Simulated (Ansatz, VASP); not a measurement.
Fe in VASP and in Ansatz

```
Fe
1.0
     0.00000    1.80578    1.80578
     1.80578    0.00000    1.80578
     1.80578    1.80578    0.00000
Fe
1
Direct
  0.00000 0.00000 0.00000
```

Alike in both runs: task relaxation of cell and atoms; functional PBE; k mesh 15 × 15 × 15; occupations fermi-dirac, width 0.05 eV; collinear spin.

|  | VASP | Ansatz |
| --- | --- | --- |
| version | VASP 6.6.1 | Ansatz 0.2.0 |
| potentials or method | VASP PAW PBE potentials, release 64 (Fe), cutoff 600 eV | plane waves (420 eV) with PAW, scalar-relativistic |
| valence electrons in the cell | 8 | 16 |

Ansatz gave:

```
net moment per atom (μB)                                      : 2.61
size of the moment on the site where the two differ most (μB) : 2.65
relaxed volume (Å³/atom)                                      : 12.07
relaxed cell length with the largest relative difference (Å)  : 2.575
```

Problem. Which values does VASP return?

Solution. net moment per atom (μB): 2.61; size of the moment on the site where the two differ most (μB): 2.61; relaxed volume (Å³/atom): 12.06; relaxed cell length with the largest relative difference (Å): 2.574.

Site moments also hang on the region over which each program counts them. VASP's potentials hold 8 valence electrons a cell and Ansatz's 16, so a difference there can come from the potentials and not from the codes.
